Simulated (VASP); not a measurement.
AgCl: single point with PBE

AgCl, a wire with vacuum:

```
Ag Cl
1.0
     9.00000    0.00000    0.00000
     0.00000    9.30000    0.00000
     0.00000    0.00000    5.04962
Ag Cl
1 1
Direct
  0.50000 0.50000 0.00000
  0.50000 0.50000 0.50000
```

| Item | Value |
| --- | --- |
| Program | VASP 6.6.1 |
| Task | single point |
| Functional | PBE |
| Potentials or basis | VASP PAW PBE potentials, release 64 (Ag, Cl) |
| Cutoff | 520 eV |
| k mesh | 1 × 1 × 13 |
| Occupations | gaussian, width 0.05 eV |
| Spin | collinear spin |
| Starting moments | [0.5, 0.5] μB |
| Dipole correction | no |
| Further INCAR settings | ALGO = Normal; EDIFF = 1e-06; NBANDS = 20 |

```yaml
Band_gap_on_the_k_mesh: 2.69 eV (least direct gap 3.48 eV)
Net_moment: 0.00 μB per cell
Valence_electrons_inside_the_program's_atomic_spheres: Ag 9.66; Cl 5.08
```

Levels at points of the mesh, in eV from the valence-band top:
Spin up:
| k point | band 6 | band 7 | band 8 | band 9 | band 10 | band 11 | band 12 | band 13 |
| --- | --- | --- | --- | --- | --- | --- | --- | --- |
| (0.00, 0.00, 0.00) | -1.58 | -1.54 | -0.79 | -0.79 | 2.69 | 6.38 | 6.43 | 6.48 |
Spin down:
```csv
k point,band 5,band 6,band 7,band 8,band 9,band 10,band 11,band 12,band 13,band 14
"(0.00, 0.00, 0.00)",-1.58,-1.58,-1.54,-0.79,-0.79,2.69,6.39,6.43,6.48,7.40
```

Wall time 6.4 min on 1 thread of Intel(R) Xeon(R) Platinum 8259CL CPU @ 2.50GHz (Skylake/Cascade Lake), with other jobs on the host, peak memory 0.63 GiB.
